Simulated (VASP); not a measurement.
Write the native input for VASP 6.6.1 that does the following.

| Item | Value |
| --- | --- |
| Task | single point |
| Functional | r2SCAN |
| Potentials or basis | VASP PAW PBE potentials, release 64 (C) |
| Cutoff | 520 eV |
| k mesh | 12 × 12 × 10 |
| Occupations | gaussian, width 0.05 eV |
| Spin | no spin polarisation |
| Dipole correction | no |
| Further INCAR settings | ALGO = Normal; EDIFF = 1e-06; NBANDS = 16 |

The system is C.

```
C
1.0
     0.00000   -1.78340   -1.78340
    -1.78340    0.00000   -1.78340
     1.78340    1.78340   -3.56680
C
4
Direct
  0.73970 0.73970 0.75000
  0.26030 0.26030 0.25000
  0.36470 0.36470 0.87500
  0.88530 0.88530 0.37500
```

This cell differs from its parent crystal: atoms displaced along a vibrational mode.

These files were run (other wordings do the same):

POSCAR

```
C
1.0
    0.0000000000     -1.7834000000     -1.7834000000
   -1.7834000000      0.0000000000     -1.7834000000
    1.7834000000      1.7834000000     -3.5668000000
C
4
Direct
    0.7396987864      0.7396987864      0.7500000190
    0.2603012136      0.2603012136      0.2499999810
    0.3646987864      0.3646987864      0.8750000190
    0.8853012136      0.8853012136      0.3749999810
```

INCAR.step1

```
SYSTEM = C
PREC     = Accurate       ! precision mode
ENCUT    = 520            ! plane-wave cutoff, eV
ISMEAR   = 0              ! smearing method
SIGMA    = 0.05           ! smearing width, eV
LREAL    = .False.        ! projectors in reciprocal space
LASPH    = .True.         ! aspherical terms in the spheres
NELM     = 80             ! most SCF steps
NBANDS   = 16             ! bands
GGA      = PE             ! functional
ALGO     = Normal         ! electronic algorithm
EDIFF    = 1E-4           ! SCF threshold, eV
LWAVE    = .True.         ! write WAVECAR
LCHARG   = .False.        ! write CHGCAR
```

INCAR.step2

```
SYSTEM = C
PREC     = Accurate       ! precision mode
ENCUT    = 520            ! plane-wave cutoff, eV
EDIFF    = 1E-6           ! SCF threshold, eV
ISMEAR   = 0              ! smearing method
SIGMA    = 0.05           ! smearing width, eV
LREAL    = .False.        ! projectors in reciprocal space
LASPH    = .True.         ! aspherical terms in the spheres
NELM     = 80             ! most SCF steps
ALGO     = Normal         ! electronic algorithm
ISIF     = 2              ! what is computed and relaxed
LWAVE    = .False.        ! write WAVECAR
LCHARG   = .False.        ! write CHGCAR
METAGGA  = R2SCAN         ! meta-GGA
LMIXTAU  = .True.       
NBANDS   = 16             ! bands
ISTART   = 1
```

KPOINTS

```
regular mesh
0
Gamma
  12 12 10
  0 0 0
```

Potentials or basis: VASP PAW PBE potentials, release 64 (C).

Launch:

```bash
$ cat potpaw_PBE.64/C/POTCAR > POTCAR
$ cp INCAR.step1 INCAR
$ mpirun -np 1 vasp_std > vasp.out
$ cp INCAR.step2 INCAR
$ mpirun -np 1 vasp_std > vasp.out
```

It gave:

```json
{"Pressure": "-1.5 GPa", "Largest force": "0.627 eV/Å", "Band gap on the k mesh": "4.29 eV"}
```

Caveat: the cell differs from its parent crystal (atoms displaced along a vibrational mode); the PAW data sets were made with another functional, which shifts forces and pressure a little.

It took 11 min on 1 thread of AMD EPYC 7R13, with other jobs on the host, peak memory 0.19 GiB.
